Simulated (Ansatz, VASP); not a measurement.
Two plane-wave programs on ZnS

The input INCAR:

```
PREC = Accurate
ENCUT = 520
EDIFF = 1E-7
ISMEAR = 0
SIGMA = 0.05
LREAL = False
LASPH = True
NELM = 60
ALGO = Normal
ISIF = 2
LWAVE = False
LCHARG = False
NBANDS = 26
```

KPOINTS

```
regular mesh
0
Gamma
  12 12 6
```

Contents of POSCAR:

```
ZnS
1.0
    3.8109987816      0.0000000000      0.0000000000
   -1.9054993908      3.3004217586      0.0000000000
    0.0000000000      0.0000000000      6.2340000000
Zn S
2 2
Direct
    0.3661331339      0.6666666667      0.0000000000
    0.6994664672      0.3333333333      0.5000000000
    0.3333333333      0.6666666667      0.3850000000
    0.6666666667      0.3333333333      0.8850000000
```

Input for Ansatz:

```yaml
crystal:
  lattice:
    - [3.8109987816, 0.0, 0.0]
    - [-1.9054993908, 3.3004217586, 0.0]
    - [0.0, 0.0, 6.234]
  atoms:
    - { symbol: Zn, position: [0.3661331339, 0.6666666667, 0.0] }
    - { symbol: Zn, position: [0.6994664672, 0.3333333333, 0.5] }
    - { symbol: S, position: [0.3333333333, 0.6666666667, 0.385] }
    - { symbol: S, position: [0.6666666667, 0.3333333333, 0.885] }
basis:
  ecutwfc: 420
kpoints:
  mp_grid: { grid: [12, 12, 6] }
hamiltonian:
  xc: lda
scf:
  occupations: { method: gaussian, width: 0.05 }
output:
  forces: true
  stress: true
  eigenvalues: true
```

Change from the starting cell: all Zn atoms moved +0.125 Å, as atom 1 along Cartesian [1 0 0].

Alike in both runs: task single point; functional LDA; k mesh 12 × 12 × 6; occupations gaussian, width 0.05 eV; no spin polarisation.

|  | VASP | Ansatz |
| --- | --- | --- |
| version | VASP 6.6.1 | Ansatz 0.2.0 |
| potentials or method | VASP PAW LDA potentials, release 64 (Zn, S), cutoff 520 eV | scalar-relativistic, plane waves, PAW |
| valence electrons in the cell | 36 | 36 |

```tsv
	VASP	Ansatz	Ansatz less VASP
gap on the k mesh at the Fermi level (eV)	1.98	1.94	-0.031
least direct gap on the mesh (eV)	1.98	1.94	-0.031
pressure (GPa)	-3.1	-3.3	-0.24
traceless stress, the component that is largest in VASP (GPa)	-1.68	-1.65	+0.030
rms of the force components (eV/Å)	0.541	0.536	-0.0051
```

LDA's correlation is that of Perdew and Zunger in VASP and of Perdew and Wang (1992) in Ansatz. Atom by atom the forces differ by 0.005 eV/Å (rms over components).
